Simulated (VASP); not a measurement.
# MgO in VASP: settings compared

Aim: see how the results for MgO move with the level of theory and the settings. Levels: PBE, r2SCAN. Tasks: single point.

Everything below comes from runs of VASP 6.6.1. Logs are shortened: lines on timing, memory, paths and dates and some standing lists are left out, and cuts for length are marked.

## 1. The cell of the first run

The structure is orthorhombic, space group Cmcm (No. 63). Conventional cell: a = 3.070 Å, b = 5.063 Å, c = 5.092 Å, α = 90.00°, β = 90.00°, γ = 90.00°. Mg (site symmetry 2/m) has 6 O at 2.11 to 2.17 Å and 2 Mg at 2.55 Å within 2.8 Å. Within 2.8 Å of O (site symmetry m2m) lie 6 Mg at 2.11 to 2.17 Å.

## 2. Single point, PBE (uniaxial x strain +5.0%)

Contents of INCAR:

```
PREC = Accurate
ENCUT = 520
EDIFF = 1E-7
ISMEAR = -1
SIGMA = 0.02
LREAL = F
LASPH = T
NELM = 80
ALGO = Normal
ISIF = 2
LWAVE = F
LCHARG = F
GGA = PE
NBANDS = 16
```

Contents of KPOINTS:

```
Automatic mesh
0
Gamma
  12 12 6
```

Contents of POSCAR:

```
MgO
1.0
    3.0695003668      0.0000000000      0.0000000000
   -1.5347501834      2.5314401434      0.0000000000
    0.0000000000      0.0000000000      5.0921016473
Mg O
2 2
Direct
    0.0000000000      0.0000000000      0.0000000000
    0.0000000000      0.0000000000      0.5000000000
    0.3318328285      0.6636656569      0.2500000000
    0.6681671715      0.3363343431      0.7500000000
```

Potentials or basis: VASP PAW PBE potentials, release 64 (Mg, O).

Command:

```console
> cat potpaw_PBE.64/Mg/POTCAR potpaw_PBE.64/O/POTCAR > POTCAR
> mpirun -np 1 vasp_std > vasp.out
```

OUTCAR:

```text
PREC = Accurate
   ENCUT = 520
   EDIFF = 1E-7
   ISMEAR = -1
   LREAL = F
   LASPH = T
   NELM = 80
   ISIF = 2
   GGA = PE

 ion  position               nearest neighbor table
   1  0.000  0.000  0.000-   3 2.11   4 2.11   4 2.17   3 2.17   3 2.17   4 2.17   2 2.55   2 2.55

   2  0.000  0.000  0.500-   3 2.11   4 2.11   4 2.17   3 2.17   3 2.17   4 2.17   1 2.55   1 2.55

   3  0.332  0.664  0.250-   1 2.11   2 2.11   1 2.17   2 2.17   1 2.17   2 2.17
   4  0.668  0.336  0.750-   1 2.11   2 2.11   1 2.17   2 2.17   1 2.17   2 2.17

  Warning from LATTYP: Monoclinic adjustment (A1->A3, A2->A1, A3->A2)!
  LATTYP: Found a base centered orthorhombic cell.
 ALAT       =     3.0695003668
 B/A-ratio  =     1.6494151105
 C/A-ratio  =     1.6589350183

  Lattice vectors:

 A1 = (   1.5347501834,  -2.5314401434,   0.0000000000)
 A2 = (   1.5347501834,   2.5314401434,   0.0000000000)
 A3 = (   0.0000000000,   0.0000000000,   5.0921016473)

Analysis of symmetry for initial positions (statically):
=====================================================================
 Subroutine PRICEL returns:
 Original cell was already a primitive cell.

 Routine SETGRP: Setting up the symmetry group for a
 base centered orthorhombic supercell.

 Subroutine GETGRP returns: Found  8 space group operations
 (whereof  4 operations were pure point group operations)
 out of a pool of  8 trial point group operations.

The static configuration has the point symmetry C_2h.
 The point group associated with its full space group is D_2h.

Analysis of symmetry for dynamics (positions and initial velocities):
=====================================================================
 Subroutine PRICEL returns:
 Original cell was already a primitive cell.

 Routine SETGRP: Setting up the symmetry group for a
 base centered orthorhombic supercell.

 Subroutine GETGRP returns: Found  8 space group operations
 (whereof  4 operations were pure point group operations)
 out of a pool of  8 trial point group operations.

The dynamic configuration has the point symmetry C_2h.
 The point group associated with its full space group is D_2h.

 Subroutine INISYM returns: Found  8 space group operations
 (whereof  4 operations are pure point group operations),
 and found     1 'primitive' translations

----------------------------------------------------------------------------------------

                                     Primitive cell

  volume of cell :      39.5669

  direct lattice vectors                    reciprocal lattice vectors
     3.069500367  0.000000000  0.000000000     0.325785920  0.197516027  0.000000000
    -1.534750183  2.531440143  0.000000000     0.000000000  0.395032054  0.000000000
     0.000000000  0.000000000  5.092101647     0.000000000  0.000000000  0.196382568

  length of vectors
     3.069500367  2.960345812  5.092101647     0.380984313  0.395032054  0.196382568

  position of ions in fractional coordinates (direct lattice)
     0.000000000  0.000000000  0.000000000
     0.000000000  0.000000000  0.500000000
     0.331832828  0.663665657  0.250000000
     0.668167172  0.336334343  0.750000000

  ion indices of the primitive-cell ions
   primitive index   ion index
                 1           1
                 2           2
                 3           3
                 4           4

----------------------------------------------------------------------------------------

 KPOINTS: Automatic mesh

Automatic generation of k-mesh.
 Grid dimensions read from file:
 generate k-points for:   12   12    6

 Generating k-lattice:

  Cartesian coordinates                     Fractional coordinates (reciprocal lattice)
     0.027148827  0.016459669  0.000000000     0.083333333  0.000000000  0.000000000
     0.000000000  0.032919338  0.000000000     0.000000000  0.083333333  0.000000000
     0.000000000  0.000000000  0.032730428     0.000000000  0.000000000  0.166666667

  Length of vectors
     0.031748693  0.032919338  0.032730428

  Shift w.r.t. Gamma in fractional coordinates (k-lattice)
     0.000000000  0.000000000  0.000000000

 Subroutine IBZKPT returns following result:
 ===========================================

 Found    172 irreducible k-points:

 Following reciprocal coordinates:
            Coordinates               Weight
  0.000000  0.000000  0.000000      1.000000
  0.083333 -0.000000  0.000000      4.000000
  0.166667 -0.000000  0.000000      4.000000
  0.250000 -0.000000  0.000000      4.000000
  0.333333 -0.000000  0.000000      4.000000
  0.416667  0.000000  0.000000      4.000000
[... 16 lines left out ...]
  0.333333  0.166667  0.000000      4.000000
  0.416667  0.166667  0.000000      4.000000
 [... further k-points ...]
   k-points           NKPTS =    172   k-points in BZ     NKDIM =    172   number of bands    NBANDS=     16
   number of dos      NEDOS =    301   number of ions     NIONS =      4
   total plane-waves  NPLWV =  23040
   dimension x,y,z NGX =    24 NGY =   24 NGZ =   40
   dimension x,y,z NGXF=    48 NGYF=   48 NGZF=   80
   ions per type =               2   2
   NGX,Y,Z   is equivalent  to a cutoff of  13.00, 13.48, 13.06 a.u.
   NGXF,Y,Z  is equivalent  to a cutoff of  26.00, 26.96, 26.12 a.u.
 SYSTEM =  unknown system
   PREC   = accura    normal or accurate (medium, high low for compatibility)
   ISTART =      0    job   : 0-new  1-cont  2-samecut
   ICHARG =      2    charge: 1-file 2-atom 10-const
   ISPIN  =      1    spin polarized calculation?
   LNONCOLLINEAR =      F non collinear calculations
   LSORBIT =      F    spin-orbit coupling
   LASPH  =      T    aspherical Exc in radial PAW
   ENCUT  =  520.0 eV  38.22 Ry    6.18 a.u.   5.71  5.50  9.47*2*pi/ulx,y,z
   NELM   =     80;   NELMIN=  2; NELMDL= -5     # of ELM steps
   EDIFF  = 0.1E-06   stopping-criterion for ELM
   LREAL  =      F    real-space projection
   EDIFFG = 0.1E-05   stopping-criterion for IOM
   NSW    =      0    number of steps for IOM
   IBRION =     -1    ionic relax: 0-MD 1-quasi-New 2-CG
   NFREE  =      0    steps in history (QN), initial steepest desc. (CG)
   ISIF   =      2    stress and relaxation
   ISYM   =      2    0-nonsym 1-usesym 2-fastsym
   POTIM  = 0.5000    time-step for ionic-motion
   TEBEG  =    0.0;   TEEND  =   0.0 temperature during run
   PSTRESS=    0.0 pullay stress
   NELECT =      16.0000    total number of electrons
   NUPDOWN=      -1.0000    fix difference up-down
   EMIN   =  10.00;   EMAX   =-10.00  energy-range for DOS
   EFERMI =   0.00;   METHOD = LEGACY
   ISMEAR =    -1;   SIGMA  =   0.02  broadening in eV -4-tet -1-fermi 0-gaus
   EFERMI_NEDOS =   21; number of points for ismear=-14 and -15
   IALGO  =     38    algorithm
   IMIX   =      4    mixing-type and parameters
     AMIX     =   0.40;   BMIX     =  1.00
     AMIX_MAG =   1.60;   BMIX_MAG =  1.00
  volume/ion in A,a.u.               =       9.89        66.75
  Fermi-wavevector in a.u.,A,eV,Ry     =   1.210609  2.287720 19.940358  1.465575
  Thomas-Fermi vector in A             =   2.346151
   LORBIT       =      0    0 simple, 1 ext, 2 COOP (PROOUT), +10 PAW based schemes
   GGA     = PE    functional components
   LHFCALC =     F    Hartree Fock is set to
   AEXX    =    0.0000 exact exchange contribution
   IVDW    =     0    specifies the selected vdW correction
   LEPSILON=     F    determine dielectric tensor
   LRPA    =     F    only Hartree local field effects (RPA)
 non-spin polarized calculation
  energy-cutoff  :      520.00
  volume of cell :       39.57
 maximum number of plane-waves:      1086
   NGX = 11   NGY = 11   NGZ = 19

 number of electron      16.0000009 magnetization

 Free energy of the ion-electron system (eV)
  ---------------------------------------------------
  ext. energy  EPLUGINS =         0.00000000
  ---------------------------------------------------
  free energy    TOTEN  =       -23.16518245 eV

  energy without entropy =      -23.16518245  energy(sigma->0) =      -23.16518245

 E-fermi :   3.3571     XC(G=0): -10.7920

 val. band max:        2.9313535752   @ k =   0.0000   0.0000   0.0000
 cond. band min:       6.9541581293   @ k =   0.0000   0.0000   0.0000
 fundamental gap:      4.0228045542
 Fermi energy:         3.3570507187

 k-point     1 :       0.0000    0.0000    0.0000
  band No.  band energies     occupation
      1     -14.2113      2.00000
      2     -13.1624      2.00000
      3      -1.7169      2.00000
      4       2.2397      2.00000
      5       2.4419      2.00000
      6       2.5639      2.00000
[... 8 lines left out ...]
     15      19.8832      0.00000
     16      19.9999      0.00000

 k-point     2 :       0.0833   -0.0000    0.0000
  band No.  band energies     occupation
      1     -14.1515      2.00000
      2     -13.1352      2.00000
      3      -1.6224      2.00000
      4       1.9995      2.00000
      5       2.3556      2.00000
      6       2.4099      2.00000
[... 8 lines left out ...]
     15      19.4254      0.00000
     16      19.8184      0.00000

 k-point     3 :       0.1667   -0.0000    0.0000
  band No.  band energies     occupation
      1     -13.9814      2.00000
      2     -13.0612      2.00000
      3      -1.3483      2.00000
      4       1.2764      2.00000
      5       1.5964      2.00000
      6       2.2279      2.00000
[... 8 lines left out ...]
     15      19.5848      0.00000
     16      20.0801      0.00000

 k-point     4 :       0.2500   -0.0000    0.0000
  band No.  band energies     occupation
      1     -13.7298      2.00000
      2     -12.9643      2.00000
      3      -0.9238      2.00000
      4       0.3243      2.00000
      5       0.8062      2.00000
      6       2.0700      2.00000
[... 8 lines left out ...]
     15      19.7980      0.00000
     16      20.4042      0.00000

 k-point     5 :       0.3333   -0.0000    0.0000
  band No.  band energies     occupation
      1     -13.4442      2.00000
      2     -12.8807      2.00000
      3      -0.5348      2.00000
      4      -0.4024      2.00000
      5       0.1455      2.00000
      6       1.9225      2.00000
[... 8 lines left out ...]
     15      19.3618      0.00000
     16      20.9911      0.00000

 k-point     6 :       0.4167    0.0000    0.0000
  band No.  band energies     occupation
      1     -13.1901      2.00000
      2     -12.8497      2.00000
      3      -1.1206      2.00000
      4      -0.2949      2.00000
      5       0.1195      2.00000
      6       1.6657      2.00000
[... 8 lines left out ...]
     15      19.0966      0.00000
     16      21.3214      0.00000
[... 267 lines left out ...]
 k-point    21 :       0.1667    0.1667    0.0000
  band No.  band energies     occupation
      1     -13.5580      2.00000
      2     -12.8919      2.00000
      3      -0.6411      2.00000
      4       0.1730      2.00000
      5       0.4583      2.00000
      6       1.7419      2.00000
[... 8 lines left out ...]
     15      18.1305      0.00000
     16      20.1446      0.00000

 k-point    22 :       0.2500    0.1667    0.0000
  band No.  band energies     occupation
      1     -13.3011      2.00000
      2     -12.8254      2.00000
      3      -0.4931      2.00000
      4      -0.1497      2.00000
      5       0.0382      2.00000
      6       1.4460      2.00000
[... 8 lines left out ...]
     15      17.4975      0.00000
     16      20.4409      0.00000

 k-point    23 :       0.3333    0.1667    0.0000
  band No.  band energies     occupation
      1     -13.0824      2.00000
      2     -12.8092      2.00000
      3      -0.9377      2.00000
      4      -0.1949      2.00000
      5       0.3339      2.00000
      6       1.1718      2.00000
[... 8 lines left out ...]
     15      17.0504      0.00000
     16      20.3076      0.00000

 k-point    24 :       0.4167    0.1667    0.0000
  band No.  band energies     occupation
      1     -12.9931      2.00000
      2     -12.8279      2.00000
      3      -1.0684      2.00000
      4      -0.2359      2.00000
      5       0.5704      2.00000
      6       1.0309      2.00000
[... 8 lines left out ...]
     15      16.8528      0.00000
     16      20.2892      0.00000

 [... further k-points ...]

------------------------ aborting loop because EDIFF is reached ----------------------------------------

  FORCE on cell =-STRESS in cart. coord.  units (eV):
  Direction    XX          YY          ZZ          XY          YZ          ZX
  --------------------------------------------------------------------------------------
  -------------------------------------------------------------------------------------
  Total       -2.6643036     -0.0106354      1.2830800      0.0000000      0.0000000      0.0000000
  in kB     -107.8852008     -0.4306578     51.9555432      0.0000000      0.0000000      0.0000000
  external PRESSURE =     -18.7867718 kB  Pullay stress =       0.0000000 kB

 VOLUME and BASIS-vectors are now :
 -----------------------------------------------------------------------------
  energy-cutoff  :      520.00
  volume of cell :       39.57
      direct lattice vectors                 reciprocal lattice vectors
     3.069500367  0.000000000  0.000000000     0.325785920  0.197516027  0.000000000
    -1.534750183  2.531440143  0.000000000     0.000000000  0.395032054  0.000000000
     0.000000000  0.000000000  5.092101647     0.000000000  0.000000000  0.196382568

 POSITION                                       TOTAL-FORCE (eV/Angst)
 -----------------------------------------------------------------------------------
      0.00000      0.00000      0.00000        -0.000000      0.000000      0.000000
      0.00000      0.00000      2.54605         0.000000      0.000000      0.000000
      0.00000      1.68003      1.27303        -0.000000      0.019725     -0.000000
      1.53475      0.85141      3.81908        -0.000000     -0.019725      0.000000
 -----------------------------------------------------------------------------------
    total drift:                                0.000000     -0.000000      0.000000

  FREE ENERGIE OF THE ION-ELECTRON SYSTEM (eV)
  ---------------------------------------------------
  free  energy   TOTEN  =       -23.1651824462 eV

  energy  without entropy=      -23.1651824462  energy(sigma->0) =      -23.16518245
```

It took 99 s on 1 thread of Intel Xeon Platinum 8259CL at 2.50GHz (Skylake/Cascade Lake), shared host; peak memory 0.23 GiB.

What came out:

```yaml
Free_energy: -23.1652 eV
Pressure: -1.9 GPa
Largest_force: 0.020 eV/Å
Band_gap_on_the_k_mesh: 4.02 eV
```

Forces on the atoms (eV/Å):
```
Mg   0.000  0.000  0.000
Mg   0.000  0.000  0.000
O    0.000  0.020  0.000
O    0.000 -0.020  0.000
```

Levels at points of the mesh, in eV from the valence-band top:
| k point | band 5 | band 6 | band 7 | band 8 | band 9 | band 10 | band 11 | band 12 |
| --- | --- | --- | --- | --- | --- | --- | --- | --- |
| (0.00, 0.00, 0.00) | -0.49 | -0.37 | -0.16 | 0.00 | 4.02 | 7.59 | 11.47 | 12.90 |
| (0.50, 0.00, 0.00) | -2.53 | -1.47 | -1.15 | -0.62 | 8.29 | 9.43 | 10.08 | 11.02 |
| (0.00, 0.50, 0.00) | -2.41 | -1.53 | -1.41 | -0.90 | 7.89 | 8.74 | 10.37 | 11.45 |
| (0.00, 0.00, 0.50) | -0.43 | -0.43 | -0.25 | -0.25 | 6.39 | 6.39 | 11.77 | 11.77 |
| (0.50, 0.00, 0.50) | -1.39 | -1.39 | -0.90 | -0.90 | 8.42 | 8.42 | 10.88 | 10.88 |
| (0.00, 0.50, 0.50) | -1.39 | -1.39 | -1.23 | -1.23 | 8.31 | 8.31 | 10.72 | 10.72 |

Caveat: the cell differs from its parent crystal (uniaxial x strain +5.0%); the stress differs along the axes, from -11 to 5 GPa.

(Part 1 of 2 ends here.)
